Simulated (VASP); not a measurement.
# Ag3BrCl2 (P6/mmm) in VASP: further runs, part 2 of 2

VASP 6.6.1. Earlier steps stand in the parts before.

## 3. Single point, PBE, collinear spin, ferromagnetic start

Contents of INCAR:

```
SYSTEM = Ag3BrCl2
PREC = Accurate
ENCUT = 520
EDIFF = 1E-6
ISMEAR = 0
SIGMA = 0.1
LREAL = .FALSE.
LASPH = .TRUE.
NELM = 150
ALGO = Normal
ISIF = 2
LWAVE = .FALSE.
LCHARG = .FALSE.
ISPIN = 2
MAGMOM = 1 1 1 0 0 0
LORBIT = 11
LMAXMIX = 4
GGA = PE
NBANDS = 40
```

Contents of KPOINTS:

```
regular mesh
0
G
  3 3 4
  0 0 0
```

Contents of POSCAR:

```
Ag3BrCl2
1.0
    6.5135305000      0.0000000000      0.0000000000
   -3.2567652500      5.6408828800      0.0000000000
    0.0000000000      0.0000000000      3.9316707700
Ag Br Cl
3 1 2
Direct
    0.5000000000      0.0000000000      0.5000000000
    0.5000000000      0.5000000000      0.5000000000
    0.0000000000      0.5000000000      0.5000000000
    0.0000000000      0.0000000000      0.0000000000
    0.3333333300      0.6666666700      0.0000000000
    0.6666666700      0.3333333300      0.0000000000
```

Potentials or basis: VASP PAW PBE potentials, release 64 (Ag, Br, Cl).

Command:

```
cat potpaw_PBE.64/Ag/POTCAR potpaw_PBE.64/Br/POTCAR potpaw_PBE.64/Cl/POTCAR > POTCAR
mpirun -np 1 vasp_std > vasp.out
```

OUTCAR:

```text
SYSTEM = Ag3BrCl2
   PREC = Accurate
   ENCUT = 520
   EDIFF = 1E-6
   ISMEAR = 0
   LREAL = .FALSE.
   LASPH = .TRUE.
   NELM = 150
   ISIF = 2
   ISPIN = 2
   LORBIT = 11
   GGA = PE

 ion  position               nearest neighbor table
   1  0.500  0.000  0.500-   5 2.72   6 2.72   5 2.72   6 2.72   2 3.26   3 3.26   2 3.26   3 3.26

   2  0.500  0.500  0.500-   5 2.72   6 2.72   5 2.72   6 2.72   1 3.26   1 3.26   3 3.26   3 3.26

   3  0.000  0.500  0.500-   5 2.72   6 2.72   5 2.72   6 2.72   1 3.26   1 3.26   2 3.26   2 3.26

   4  0.000  0.000  0.000-
   5  0.333  0.667  0.000-   1 2.72   1 2.72   3 2.72   3 2.72   2 2.72   2 2.72
   6  0.667  0.333  0.000-   1 2.72   1 2.72   3 2.72   3 2.72   2 2.72   2 2.72

  LATTYP: Found a hexagonal cell.
 ALAT       =     6.5135305000
 C/A-ratio  =     0.6036159299

  Lattice vectors:

 A1 = (   6.5135305000,   0.0000000000,   0.0000000000)
 A2 = (  -3.2567652500,   5.6408828800,   0.0000000000)
 A3 = (   0.0000000000,   0.0000000000,   3.9316707700)

Analysis of symmetry for initial positions (statically):
=====================================================================
 Subroutine PRICEL returns:
 Original cell was already a primitive cell.

 Routine SETGRP: Setting up the symmetry group for a
 hexagonal supercell.

 Subroutine GETGRP returns: Found 24 space group operations
 (whereof 24 operations were pure point group operations)
 out of a pool of 24 trial point group operations.

The static configuration has the point symmetry D_6h.

Analysis of symmetry for dynamics (positions and initial velocities):
=====================================================================
 Subroutine PRICEL returns:
 Original cell was already a primitive cell.

 Routine SETGRP: Setting up the symmetry group for a
 hexagonal supercell.

 Subroutine GETGRP returns: Found 24 space group operations
[... 164 lines left out ...]
 Fermi energy:         3.1259709531

 spin component 1

 k-point     1 :       0.0000    0.0000    0.0000
  band No.  band energies     occupation
      1     -12.7247      1.00000
      2     -12.3497      1.00000
      3      -9.7818      1.00000
      4      -2.6485      1.00000
      5      -2.3323      1.00000
      6      -2.3323      1.00000
[... 367 lines left out ...]
     38      12.2263      0.00000
     39      12.8542      0.00000
 Fermi energy:         3.1259709531

 spin component 2

 k-point     1 :       0.0000    0.0000    0.0000
  band No.  band energies     occupation
      1     -12.7248      1.00000
      2     -12.3498      1.00000
      3      -9.7684      1.00000
      4      -2.6485      1.00000
      5      -2.3324      1.00000
      6      -2.3324      1.00000
[... 367 lines left out ...]
     38      12.2274      0.00000
     39      12.8563      0.00000
 [bands above 39 left out]

------------------------ aborting loop because EDIFF is reached ----------------------------------------

  FORCE on cell =-STRESS in cart. coord.  units (eV):
  Direction    XX          YY          ZZ          XY          YZ          ZX
  --------------------------------------------------------------------------------------
  -------------------------------------------------------------------------------------
  Total       -0.0275254     -0.0275254     -0.3233427      0.0000000     -0.0000000      0.0000000
  in kB       -0.3052840     -0.3052840     -3.5861871      0.0000000     -0.0000000      0.0000000
  external PRESSURE =      -1.3989184 kB  Pullay stress =       0.0000000 kB

 VOLUME and BASIS-vectors are now :
 -----------------------------------------------------------------------------
  energy-cutoff  :      520.00
  volume of cell :      144.46
      direct lattice vectors                 reciprocal lattice vectors
     6.513530500  0.000000000  0.000000000     0.153526571  0.088638607  0.000000000
    -3.256765250  5.640882880  0.000000000     0.000000000  0.177277214  0.000000000
     0.000000000  0.000000000  3.931670770     0.000000000  0.000000000  0.254344796

 POSITION                                       TOTAL-FORCE (eV/Angst)
 -----------------------------------------------------------------------------------
      3.25677      0.00000      1.96584        -0.000000      0.000000      0.000000
      1.62838      2.82044      1.96584        -0.000000      0.000000      0.000000
     -1.62838      2.82044      1.96584        -0.000000      0.000000      0.000000
      0.00000      0.00000      0.00000        -0.000000      0.000000      0.000000
     -0.00000      3.76059      0.00000         0.000000      0.000000      0.000000
      3.25677      1.88029      0.00000         0.000000     -0.000000      0.000000
 -----------------------------------------------------------------------------------
    total drift:                                0.000000      0.000000     -0.000000

  FREE ENERGIE OF THE ION-ELECTRON SYSTEM (eV)
  ---------------------------------------------------
  free  energy   TOTEN  =       -14.4836573038 eV

  energy  without entropy=      -14.4771305017  energy(sigma->0) =      -14.48039390

 total charge

# of ion       s       p       d       tot
------------------------------------------
    1        0.207   0.131   9.340   9.679
    2        0.207   0.131   9.340   9.679
    3        0.207   0.131   9.340   9.679
    4        1.616   3.183   0.003   4.802
    5        1.611   3.459   0.000   5.069
    6        1.611   3.459   0.000   5.069
--------------------------------------------------
tot          5.459  10.493  28.024  43.976

 magnetization (x)

# of ion       s       p       d       tot
------------------------------------------
    1       -0.000  -0.000   0.000  -0.000
    2       -0.000  -0.000   0.000  -0.000
    3       -0.000  -0.000   0.000  -0.000
    4        0.000   0.013   0.000   0.013
    5       -0.000  -0.000   0.000  -0.000
    6       -0.000  -0.000   0.000  -0.000
--------------------------------------------------
tot          0.000   0.012   0.000   0.013
```

stdout:

```text
POSCAR found type information on POSCAR AgBrCl
 POSCAR found :  3 types and       6 ions
 scaLAPACK will be used
 LDA part: xc-table for (Slater+PW92), standard interpolation
 POSCAR, INCAR and KPOINTS ok, starting setup
 FFT: planning ... GRIDC
 FFT: planning ... GRID_SOFT
 FFT: planning ... GRID
 WAVECAR not read
 entering main loop
```

Wall time 4.2 min (1 thread of AMD EPYC 7R13, shared host); peak memory 0.31 GiB.

Results:

```yaml
Free_energy: -14.4837 eV
Pressure: -0.1 GPa
Band_gap_on_the_k_mesh: zero (filled and empty bands overlap)
Net_moment: 0.02 μB per cell
Valence_electrons_inside_the_program's_atomic_spheres: Ag 9.68; Br 4.80; Cl 5.07
```

Levels at points of the mesh, in eV from the Fermi level:
Spin up:
| k point | band 25 | band 26 | band 27 | band 28 | band 29 | band 30 |
| --- | --- | --- | --- | --- | --- | --- |
| (0.00, 0.00, 0.00) | -1.03 | -0.24 | -0.20 | -0.14 | 3.58 | 4.98 |
| (0.00, 0.00, 0.50) | -1.08 | -0.42 | -0.42 | 2.93 | 2.93 | 3.65 |
Spin down:
| k point | band 25 | band 26 | band 27 | band 28 | band 29 | band 30 |
| --- | --- | --- | --- | --- | --- | --- |
| (0.00, 0.00, 0.00) | -1.03 | -0.24 | -0.20 | -0.11 | 3.58 | 4.98 |
| (0.00, 0.00, 0.50) | -1.07 | -0.41 | -0.41 | 2.93 | 2.93 | 3.65 |

Caveat: the k points lie up to 0.40 Å⁻¹ apart.
